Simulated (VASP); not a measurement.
Here is a VASP 6.6.1 calculation.

The input INCAR:

```
PREC = Accurate ; ENCUT = 520
EDIFF = 1E-6 ; ISMEAR = 0
SIGMA = 0.15 ; LREAL = F
LASPH = T ; NELM = 100
ALGO = Normal ; ISIF = 2
LWAVE = F ; LCHARG = F
GGA = PS ; NBANDS = 34
```

KPOINTS

```
Automatic mesh
0
Gamma
  8 8 14
```

POSCAR

```
Hf2N
1.0
    5.5800880128      0.0000000000      0.0000000000
    0.0000000000      5.5800880128      0.0000000000
    0.0000000000      0.0000000000      3.1387995072
Hf N
4 2
Direct
    0.2954631013      0.2954631013      0.0000000000
    0.7045368987      0.7045368987      0.0000000000
    0.7954631013      0.2045368987      0.5000000000
    0.2045368987      0.7954631013      0.5000000000
    0.0000000000      0.0000000000      0.0000000000
    0.5000000000      0.5000000000      0.5000000000
```

Potentials or basis: VASP PAW PBE potentials, release 64 (Hf_pv, N).

Launch:

```console
$ cat potpaw_PBE.64/Hf_pv/POTCAR potpaw_PBE.64/N/POTCAR > POTCAR
$ mpirun -np 1 vasp_std > vasp.out
```

(1) Predict the pressure.

(2) Predict the largest force.

## Answers

(1) -13.2 GPa.

(2) 0.388 eV/Å.

Caveat: the cell stands under tension; the PAW data sets were made with another functional, which shifts forces and pressure a little.
